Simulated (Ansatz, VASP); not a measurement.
Two plane-wave programs on RePb

```xyz
4
Lattice="0.0000 3.4230 3.4230 3.4230 0.0000 3.4230 3.4230 3.4230 0.0000" Properties=species:S:1:pos:R:3 pbc="T T T"
Re    3.4230    3.4230    3.4230
Re    5.1345    5.1345    5.1345
Pb    0.0000    0.0000    0.0000
Pb    1.7115    1.7115    1.7115
```

Alike in both runs: functional PBE; k mesh 4 × 4 × 4; occupations gaussian, width 0.1 eV; no spin polarisation.

Ansatz relaxed the structure, and its values are those at the end. VASP's run is a single point on that final structure, the one shown.

```csv
,VASP,Ansatz
version,VASP 6.6.1,Ansatz 0.2.0
potentials or method,"VASP PAW PBE potentials, release 64 (Re, Pb_d), cutoff 520 eV","scalar-relativistic, plane waves, PAW"
valence electrons in the cell,42,58
```

|  | VASP | Ansatz | Ansatz less VASP |
| --- | --- | --- | --- |
| gap on the k mesh at the Fermi level (eV) | none | none | - |
| pressure (GPa) | -0.3 | -0.1 | +0.22 |

A gap of «none» marks a metal or a gap that the smearing closes. The functional is the same, so the differences come from potentials, cutoffs and numerics. VASP's potentials hold 42 valence electrons a cell and Ansatz's 58, so a difference there can come from the potentials and not from the codes.

The k mesh is coarse, so the values compare programs but aren't converged. Spin-orbit coupling is off throughout.
